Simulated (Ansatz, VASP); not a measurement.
**MgO: VASP beside Ansatz**

INCAR

```
SYSTEM = MgO
PREC = Accurate
ENCUT = 600
EDIFF = 1E-6
ISMEAR = 0
SIGMA = 0.05
LREAL = .FALSE.
LASPH = .TRUE.
NELM = 120
ALGO = Normal
ISIF = 2
LWAVE = .FALSE.
LCHARG = .FALSE.
GGA = PS
NBANDS = 11
GGA_COMPAT = .FALSE.
```

KPOINTS

```
Automatic mesh
0
G
  10 10 10
  0 0 0
```

The input POSCAR:

```
MgO
1.0
    0.0000000000      2.1351500000      2.1351500000
    2.1351500000      0.0000000000      2.1351500000
    2.1351500000      2.1351500000      0.0000000000
Mg O
1 1
Direct
    0.0000000000      0.0000000000      0.0000000000
    0.5234175585      0.4765824415      0.4765824415
```

Input for Ansatz:

```yaml
crystal:
  lattice:
    - [0.0, 2.13515, 2.13515]
    - [2.13515, 0.0, 2.13515]
    - [2.13515, 2.13515, 0.0]
  atoms:
    - { symbol: Mg, position: [0.0, 0.0, 0.0] }
    - { symbol: O, position: [0.5234175585, 0.4765824415, 0.4765824415] }
basis:
  ecutwfc: 420
kpoints:
  mp_grid: { grid: [10, 10, 10] }
hamiltonian:
  xc: pbesol
scf:
  occupations: { method: gaussian, width: 0.05 }
output:
  forces: true
  stress: true
  eigenvalues: true
```

Alike in both runs: task single point; functional PBEsol; k mesh 10 × 10 × 10; occupations gaussian, width 0.05 eV; no spin polarisation.

|  | VASP | Ansatz |
| --- | --- | --- |
| version | VASP 6.6.1 | Ansatz 0.2.0 |
| potentials or method | VASP PAW PBE potentials, release 64 (Mg, O), cutoff 600 eV | scalar-relativistic, plane waves, PAW |
| valence electrons in the cell | 8 | 16 |

Ansatz gave:

- gap on the k mesh at the Fermi level (eV): 4.25
- least direct gap on the mesh (eV): 4.25
- pressure (GPa): -4.9
- traceless stress, the component that is largest in VASP (GPa): 2.02
- rms of the force components (eV/Å): 0.272

**Question.** Estimate VASP's values.

**Answer.** gap on the k mesh at the Fermi level (eV): 4.25; least direct gap on the mesh (eV): 4.25; pressure (GPa): -5.7; traceless stress, the component that is largest in VASP (GPa): 2.04; rms of the force components (eV/Å): 0.274.

VASP's potentials were made for PBE, not for PBEsol. Atom by atom the forces differ by 0.002 eV/Å (rms over components). With one functional, cell and mesh, what is left measures potentials, basis and numerics. VASP's potentials hold 8 valence electrons a cell and Ansatz's 16, so a difference there can come from the potentials and not from the codes.
